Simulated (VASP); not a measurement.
# SrCd (Pm-3m) in VASP: notebook

Runs on SrCd. Level: LDA. Tasks: electric field gradients.

Program: VASP 6.6.1. These are calculated values, not measurements. Logs are shortened: lines on timing, memory, paths and dates and some standing lists are left out, and cuts for length are marked.

## 1. The cell of the first run

The structure is cubic, space group Pm-3m (No. 221). Conventional cell: a = 4.030 Å, b = 4.030 Å, c = 4.030 Å, α = 90.00°, β = 90.00°, γ = 90.00°. Sr (site symmetry m-3m) has 8 Cd at 3.49 Å and 6 Sr at 4.03 Å within 4.6 Å. Within 4.6 Å of Cd (site symmetry m-3m) lie 8 Sr at 3.49 Å and 6 Cd at 4.03 Å.

## 2. Electric field gradients, LDA (volume scaled by 1.02)

INCAR reads:

```
SYSTEM = SrCd
PREC = Accurate
ENCUT = 520
EDIFF = 1E-8
ISMEAR = -1
SIGMA = 0.08
LREAL = .False.
LASPH = .True.
NELM = 60
ALGO = Normal
ISIF = 2
LWAVE = .False.
LCHARG = .False.
LEFG = .True.
NBANDS = 18
```

KPOINTS reads:

```
regular mesh
0
Gamma
  10 10 10
  0 0 0
```

POSCAR reads:

```
SrCd
1.0
    4.0295107064      0.0000000000      0.0000000000
    0.0000000000      4.0295107064      0.0000000000
    0.0000000000      0.0000000000      4.0295107064
Sr Cd
1 1
Direct
    0.5000000000      0.5000000000      0.5000000000
    0.0000000000      0.0000000000      0.0000000000
```

Potentials or basis: VASP PAW LDA potentials, release 64 (Sr_sv, Cd).

On the command line:

```
$ cat potpaw_LDA.64/Sr_sv/POTCAR potpaw_LDA.64/Cd/POTCAR > POTCAR
$ mpirun -np 1 vasp_std > vasp.out
```

OUTCAR:

```text
SYSTEM = SrCd
   PREC = Accurate
   ENCUT = 520
   EDIFF = 1E-8
   ISMEAR = -1
   LREAL = .False.
   LASPH = .True.
   NELM = 60
   ISIF = 2

 ion  position               nearest neighbor table
   1  0.500  0.500  0.500-   2 3.49   2 3.49   2 3.49   2 3.49   2 3.49   2 3.49   2 3.49   2 3.49

   2  0.000  0.000  0.000-   1 3.49   1 3.49   1 3.49   1 3.49   1 3.49   1 3.49   1 3.49   1 3.49

  LATTYP: Found a simple cubic cell.
 ALAT       =     4.0295107064

  Lattice vectors:

 A1 = (   4.0295107064,   0.0000000000,   0.0000000000)
 A2 = (   0.0000000000,   4.0295107064,   0.0000000000)
 A3 = (   0.0000000000,   0.0000000000,   4.0295107064)

Analysis of symmetry for initial positions (statically):
=====================================================================
 Subroutine PRICEL returns:
 Original cell was already a primitive cell.

 Routine SETGRP: Setting up the symmetry group for a
 simple cubic supercell.

 Subroutine GETGRP returns: Found 48 space group operations
 (whereof 48 operations were pure point group operations)
 out of a pool of 48 trial point group operations.

The static configuration has the point symmetry O_h .

Analysis of symmetry for dynamics (positions and initial velocities):
=====================================================================
 Subroutine PRICEL returns:
 Original cell was already a primitive cell.

 Routine SETGRP: Setting up the symmetry group for a
 simple cubic supercell.

 Subroutine GETGRP returns: Found 48 space group operations
 (whereof 48 operations were pure point group operations)
 out of a pool of 48 trial point group operations.

The dynamic configuration has the point symmetry O_h .

 Subroutine INISYM returns: Found 48 space group operations
 (whereof 48 operations are pure point group operations),
 and found     1 'primitive' translations

----------------------------------------------------------------------------------------

                                     Primitive cell

  volume of cell :      65.4270

  direct lattice vectors                    reciprocal lattice vectors
     4.029510706  0.000000000  0.000000000     0.248169089  0.000000000  0.000000000
     0.000000000  4.029510706  0.000000000     0.000000000  0.248169089  0.000000000
     0.000000000  0.000000000  4.029510706     0.000000000  0.000000000  0.248169089

  length of vectors
     4.029510706  4.029510706  4.029510706     0.248169089  0.248169089  0.248169089

  position of ions in fractional coordinates (direct lattice)
     0.500000000  0.500000000  0.500000000
     0.000000000  0.000000000  0.000000000

  ion indices of the primitive-cell ions
   primitive index   ion index
                 1           1
                 2           2

----------------------------------------------------------------------------------------

 KPOINTS: regular mesh

Automatic generation of k-mesh.
 Grid dimensions read from file:
 generate k-points for:   10   10   10

 Generating k-lattice:

  Cartesian coordinates                     Fractional coordinates (reciprocal lattice)
     0.024816909  0.000000000  0.000000000     0.100000000  0.000000000  0.000000000
     0.000000000  0.024816909  0.000000000     0.000000000  0.100000000  0.000000000
     0.000000000  0.000000000  0.024816909     0.000000000  0.000000000  0.100000000

  Length of vectors
     0.024816909  0.024816909  0.024816909

  Shift w.r.t. Gamma in fractional coordinates (k-lattice)
     0.000000000  0.000000000  0.000000000

 Subroutine IBZKPT returns following result:
 ===========================================

 Found     56 irreducible k-points:

 Following reciprocal coordinates:
            Coordinates               Weight
  0.000000  0.000000  0.000000      1.000000
  0.100000  0.000000  0.000000      6.000000
  0.200000  0.000000  0.000000      6.000000
  0.300000  0.000000  0.000000      6.000000
  0.400000  0.000000  0.000000      6.000000
  0.500000  0.000000  0.000000      3.000000
[... 16 lines left out ...]
  0.200000  0.100000  0.100000     24.000000
  0.300000  0.100000  0.100000     24.000000
 [... further k-points ...]
   k-points           NKPTS =     56   k-points in BZ     NKDIM =     56   number of bands    NBANDS=     18
   number of dos      NEDOS =    301   number of ions     NIONS =      2
   total plane-waves  NPLWV =  27000
   dimension x,y,z NGX =    30 NGY =   30 NGZ =   30
   dimension x,y,z NGXF=    60 NGYF=   60 NGZF=   60
   ions per type =               1   1
   NGX,Y,Z   is equivalent  to a cutoff of  12.38, 12.38, 12.38 a.u.
   NGXF,Y,Z  is equivalent  to a cutoff of  24.75, 24.75, 24.75 a.u.
 SYSTEM =  SrCd
   PREC   = accura    normal or accurate (medium, high low for compatibility)
   ISTART =      0    job   : 0-new  1-cont  2-samecut
   ICHARG =      2    charge: 1-file 2-atom 10-const
   ISPIN  =      1    spin polarized calculation?
   LNONCOLLINEAR =      F non collinear calculations
   LSORBIT =      F    spin-orbit coupling
   LASPH  =      T    aspherical Exc in radial PAW
   ENCUT  =  520.0 eV  38.22 Ry    6.18 a.u.   7.49  7.49  7.49*2*pi/ulx,y,z
   NELM   =     60;   NELMIN=  2; NELMDL= -5     # of ELM steps
   EDIFF  = 0.1E-07   stopping-criterion for ELM
   LREAL  =      F    real-space projection
   EDIFFG = 0.1E-06   stopping-criterion for IOM
   NSW    =      0    number of steps for IOM
   IBRION =     -1    ionic relax: 0-MD 1-quasi-New 2-CG
   NFREE  =      0    steps in history (QN), initial steepest desc. (CG)
   ISIF   =      2    stress and relaxation
   ISYM   =      2    0-nonsym 1-usesym 2-fastsym
   POTIM  = 0.5000    time-step for ionic-motion
   TEBEG  =    0.0;   TEEND  =   0.0 temperature during run
   PSTRESS=    0.0 pullay stress
   NELECT =      22.0000    total number of electrons
   NUPDOWN=      -1.0000    fix difference up-down
   EMIN   =  10.00;   EMAX   =-10.00  energy-range for DOS
   EFERMI =   0.00;   METHOD = LEGACY
   ISMEAR =    -1;   SIGMA  =   0.08  broadening in eV -4-tet -1-fermi 0-gaus
   EFERMI_NEDOS =   21; number of points for ismear=-14 and -15
   IALGO  =     38    algorithm
   IMIX   =      4    mixing-type and parameters
     AMIX     =   0.40;   BMIX     =  1.00
     AMIX_MAG =   1.60;   BMIX_MAG =  1.00
  volume/ion in A,a.u.               =      32.71       220.76
  Fermi-wavevector in a.u.,A,eV,Ry     =   1.138405  2.151273 17.632683  1.295966
  Thomas-Fermi vector in A             =   2.275109
   LORBIT       =      0    0 simple, 1 ext, 2 COOP (PROOUT), +10 PAW based schemes
   GGA     = CA    functional components
   LHFCALC =     F    Hartree Fock is set to
   AEXX    =    0.0000 exact exchange contribution
   IVDW    =     0    specifies the selected vdW correction
   LEPSILON=     F    determine dielectric tensor
   LRPA    =     F    only Hartree local field effects (RPA)
 non-spin polarized calculation
  energy-cutoff  :      520.00
  volume of cell :       65.43
 maximum number of plane-waves:      1791
 NGX is ok and might be reduce to    30
   NGX = 15   NGY = 15   NGZ = 15

 number of electron      21.9999991 magnetization

 Free energy of the ion-electron system (eV)
  ---------------------------------------------------
  ext. energy  EPLUGINS =         0.00000000
  ---------------------------------------------------
  free energy    TOTEN  =        -4.08389148 eV

  energy without entropy =       -4.05717941  energy(sigma->0) =       -4.07053544

 E-fermi :   1.9776     XC(G=0):  -9.3530

 val. band max:        1.9060513159   @ k =   0.5000   0.5000   0.1000
 cond. band min:       1.9892840181   @ k =   0.5000   0.5000   0.0000
 fundamental gap:      0.0832327022
 Fermi energy:         1.9775549747

 k-point     1 :       0.0000    0.0000    0.0000
  band No.  band energies     occupation
      1     -33.6586      2.00000
      2     -15.6955      2.00000
      3     -15.6955      2.00000
      4     -15.6955      2.00000
      5      -6.6200      2.00000
      6      -6.6200      2.00000
[... 10 lines left out ...]
     17       7.0721      0.00000
     18       7.0721      0.00000
[... 463 lines left out ...]
 k-point    24 :       0.3000    0.1000    0.1000
  band No.  band energies     occupation
      1     -33.6491      2.00000
      2     -15.8351      2.00000
      3     -15.7036      2.00000
      4     -15.7020      2.00000
      5      -6.5811      2.00000
      6      -6.5146      2.00000
[... 10 lines left out ...]
     17       8.4892      0.00000
     18       9.1818      0.00000

 [... further k-points ...]

------------------------ aborting loop because EDIFF is reached ----------------------------------------

  FORCE on cell =-STRESS in cart. coord.  units (eV):
  Direction    XX          YY          ZZ          XY          YZ          ZX
  --------------------------------------------------------------------------------------
  -------------------------------------------------------------------------------------
  Total       -0.9801951     -0.9801951     -0.9801951     -0.0000000     -0.0000000     -0.0000000
  in kB      -24.0030346    -24.0030346    -24.0030346     -0.0000000     -0.0000000     -0.0000000
  external PRESSURE =     -24.0030346 kB  Pullay stress =       0.0000000 kB

 VOLUME and BASIS-vectors are now :
 -----------------------------------------------------------------------------
  energy-cutoff  :      520.00
  volume of cell :       65.43
      direct lattice vectors                 reciprocal lattice vectors
     4.029510706  0.000000000  0.000000000     0.248169089  0.000000000  0.000000000
     0.000000000  4.029510706  0.000000000     0.000000000  0.248169089  0.000000000
     0.000000000  0.000000000  4.029510706     0.000000000  0.000000000  0.248169089

 POSITION                                       TOTAL-FORCE (eV/Angst)
 -----------------------------------------------------------------------------------
      2.01476      2.01476      2.01476         0.000000      0.000000      0.000000
      0.00000      0.00000      0.00000         0.000000      0.000000      0.000000
 -----------------------------------------------------------------------------------
    total drift:                                0.000000      0.000000     -0.000000

  FREE ENERGIE OF THE ION-ELECTRON SYSTEM (eV)
  ---------------------------------------------------
  free  energy   TOTEN  =        -4.0838914792 eV

  energy  without entropy=       -4.0571794061  energy(sigma->0) =       -4.07053544

 Electric field gradients (V/A^2)
---------------------------------------------------------------------
 ion       V_xx      V_yy      V_zz      V_xy      V_xz      V_yz
---------------------------------------------------------------------
   1      -0.000     0.000    -0.000     0.000     0.000    -0.000
   2      -0.000    -0.000     0.000     0.000    -0.000    -0.000
---------------------------------------------------------------------

 Electric field gradients after diagonalization (V/A^2)
 (convention: |V_zz| > |V_xx| > |V_yy|)
----------------------------------------------------------------------
 ion       V_xx      V_yy      V_zz     asymmetry (V_yy - V_xx)/ V_zz
----------------------------------------------------------------------
   1       0.000    -0.000    -0.000       0.575
   2       0.000    -0.000    -0.000       0.115
----------------------------------------------------------------------

           NMR quadrupolar parameters

 Cq : quadrupolar parameter    Cq=e*Q*V_zz/h
 eta: asymmetry parameters     (V_yy - V_xx)/ V_zz
 Q  : nuclear electric quadrupole moment in mb (millibarn)
----------------------------------------------------------------------
 ion       Cq(MHz)       eta       Q (mb)
----------------------------------------------------------------------
   1      -0.000       0.575       1.000
   2      -0.000       0.115       1.000
----------------------------------------------------------------------
```

Run time: 23 s. Hardware: 1 thread of AMD EPYC 9R45 (Zen 5), shared host; peak memory 0.17 GiB.

Results:

* Free energy: -4.0839 eV
* Pressure: -2.4 GPa
* Band gap on the k mesh: zero (band 11 reaches 3.30 eV, above the bottom of band 12 at 1.23 eV)

Levels at points of the mesh, in eV from the Fermi level:
```
           k point  band 9  band 10  band 11  band 12  band 13  band 14
(0.00, 0.00, 0.00)   -8.46    -5.77     1.33     1.33     3.93     3.93
(0.50, 0.00, 0.00)   -8.43    -3.61    -2.39     1.71     2.19     2.19
(0.50, 0.50, 0.00)   -8.33    -3.15     0.01     0.01     1.07     3.78
(0.50, 0.50, 0.50)   -8.33    -0.89    -0.75    -0.75    -0.75     4.57
```

Caveat: without QUAD_EFG the Cq values of the log hold for a quadrupole moment of 1 mb, not for the nuclei.

## 3. Electric field gradients, LDA (volume scaled by 1.02)

INCAR reads:

```
SYSTEM = SrCd
  PREC = Accurate
  ENCUT = 520
  EDIFF = 1E-8
  ISMEAR = -1
  SIGMA = 0.08
  LREAL = .False.
  LASPH = .True.
  NELM = 80
  ALGO = Normal
  ISIF = 2
  LWAVE = .False.
  LCHARG = .False.
  GGA = CA
  LEFG = .True.
  NBANDS = 18
```

KPOINTS reads:

```
Automatic mesh
0
Gamma
  10 10 10
  0 0 0
```

POSCAR is that of step 2.

Potentials or basis: VASP PAW LDA potentials, release 64 (Sr_sv, Cd).

On the command line:

```
$ cat potpaw_LDA.64/Sr_sv/POTCAR potpaw_LDA.64/Cd/POTCAR > POTCAR
$ mpirun -np 1 vasp_std > vasp.out
```

OUTCAR:

```text
SYSTEM = SrCd
   PREC = Accurate
   ENCUT = 520
   EDIFF = 1E-8
   ISMEAR = -1
   LREAL = .False.
   LASPH = .True.
   NELM = 80
   ISIF = 2
   GGA = CA

 ion  position               nearest neighbor table
   1  0.500  0.500  0.500-   2 3.49   2 3.49   2 3.49   2 3.49   2 3.49   2 3.49   2 3.49   2 3.49

   2  0.000  0.000  0.000-   1 3.49   1 3.49   1 3.49   1 3.49   1 3.49   1 3.49   1 3.49   1 3.49

  LATTYP: Found a simple cubic cell.
 ALAT       =     4.0295107064

  Lattice vectors:

 A1 = (   4.0295107064,   0.0000000000,   0.0000000000)
 A2 = (   0.0000000000,   4.0295107064,   0.0000000000)
 A3 = (   0.0000000000,   0.0000000000,   4.0295107064)

Analysis of symmetry for initial positions (statically):
=====================================================================
 Subroutine PRICEL returns:
 Original cell was already a primitive cell.

 Routine SETGRP: Setting up the symmetry group for a
 simple cubic supercell.

 Subroutine GETGRP returns: Found 48 space group operations
[... 693 lines left out ...]
     4.029510706  0.000000000  0.000000000     0.248169089  0.000000000  0.000000000
     0.000000000  4.029510706  0.000000000     0.000000000  0.248169089  0.000000000
     0.000000000  0.000000000  4.029510706     0.000000000  0.000000000  0.248169089

 POSITION                                       TOTAL-FORCE (eV/Angst)
 -----------------------------------------------------------------------------------
      2.01476      2.01476      2.01476         0.000000      0.000000      0.000000
      0.00000      0.00000      0.00000         0.000000      0.000000      0.000000
 -----------------------------------------------------------------------------------
    total drift:                                0.000000      0.000000     -0.000000

  FREE ENERGIE OF THE ION-ELECTRON SYSTEM (eV)
  ---------------------------------------------------
  free  energy   TOTEN  =        -4.0838914792 eV

  energy  without entropy=       -4.0571794061  energy(sigma->0) =       -4.07053544

 Electric field gradients (V/A^2)
---------------------------------------------------------------------
 ion       V_xx      V_yy      V_zz      V_xy      V_xz      V_yz
---------------------------------------------------------------------
   1      -0.000     0.000    -0.000     0.000     0.000    -0.000
   2      -0.000    -0.000     0.000     0.000    -0.000    -0.000
---------------------------------------------------------------------

 Electric field gradients after diagonalization (V/A^2)
 (convention: |V_zz| > |V_xx| > |V_yy|)
----------------------------------------------------------------------
 ion       V_xx      V_yy      V_zz     asymmetry (V_yy - V_xx)/ V_zz
----------------------------------------------------------------------
   1       0.000    -0.000    -0.000       0.575
   2       0.000    -0.000    -0.000       0.115
----------------------------------------------------------------------

           NMR quadrupolar parameters

 Cq : quadrupolar parameter    Cq=e*Q*V_zz/h
 eta: asymmetry parameters     (V_yy - V_xx)/ V_zz
 Q  : nuclear electric quadrupole moment in mb (millibarn)
----------------------------------------------------------------------
 ion       Cq(MHz)       eta       Q (mb)
----------------------------------------------------------------------
   1      -0.000       0.575       1.000
   2      -0.000       0.115       1.000
----------------------------------------------------------------------
```

OSZICAR:

```text
N       E                     dE             d eps       ncg     rms          rms(c)
DAV:   1     0.136236816729E+03    0.13624E+03   -0.11366E+04  2040   0.113E+03
DAV:   2     0.248212955771E+01   -0.13375E+03   -0.12989E+03  2168   0.288E+02
DAV:   3    -0.410273096146E+01   -0.65849E+01   -0.65429E+01  3402   0.547E+01
DAV:   4    -0.421280218419E+01   -0.11007E+00   -0.10980E+00  2452   0.488E+00
DAV:   5    -0.421420653923E+01   -0.14044E-02   -0.14039E-02  2756   0.458E-01    0.161E+01
DAV:   6    -0.409285576446E+01    0.12135E+00   -0.41415E-01  2230   0.522E+00    0.851E+00
DAV:   7    -0.408503910324E+01    0.78167E-02   -0.36880E-02  2286   0.147E+00    0.141E+00
DAV:   8    -0.408394554480E+01    0.10936E-02   -0.48762E-03  3032   0.673E-01    0.205E-01
DAV:   9    -0.408387901745E+01    0.66527E-04   -0.37717E-04  2938   0.116E-01    0.273E-02
DAV:  10    -0.408388924908E+01   -0.10232E-04   -0.37298E-05  3278   0.276E-02    0.147E-02
DAV:  11    -0.408389138605E+01   -0.21370E-05   -0.27890E-06  2448   0.106E-02    0.802E-03
DAV:  12    -0.408389149245E+01   -0.10640E-06   -0.22978E-07  2574   0.307E-03    0.244E-03
DAV:  13    -0.408389147899E+01    0.13461E-07   -0.53399E-08  3334   0.106E-03    0.520E-04
DAV:  14    -0.408389147923E+01   -0.24556E-09   -0.10041E-09  1318   0.197E-04
   1 F= -.40838915E+01 E0= -.40705354E+01  d E =-.267121E-01
```

stdout:

```text
POSCAR found type information on POSCAR SrCd
 POSCAR found :  2 types and       2 ions
 scaLAPACK will be used
 LDA part: xc-table for (Slater(with rela. corr.)+CA(PZ))
 , standard interpolation
 POSCAR, INCAR and KPOINTS ok, starting setup
 FFT: planning ... GRIDC
 FFT: planning ... GRID_SOFT
 FFT: planning ... GRID
 WAVECAR not read
 entering main loop
ion   1

ion   2
```

Wall time 23 s (1 thread of AMD EPYC 9R45 (Zen 5), shared host); peak memory 0.17 GiB.

What came out:

```yaml
Free_energy: -4.0839 eV
Pressure: -2.4 GPa
Band_gap_on_the_k_mesh: zero (band 11 reaches 3.30 eV, above the bottom of band 12 at 1.23 eV)
```

Caveat: without QUAD_EFG the Cq values of the log hold for a quadrupole moment of 1 mb, not for the nuclei.

(Part 1 of 2 ends here.)
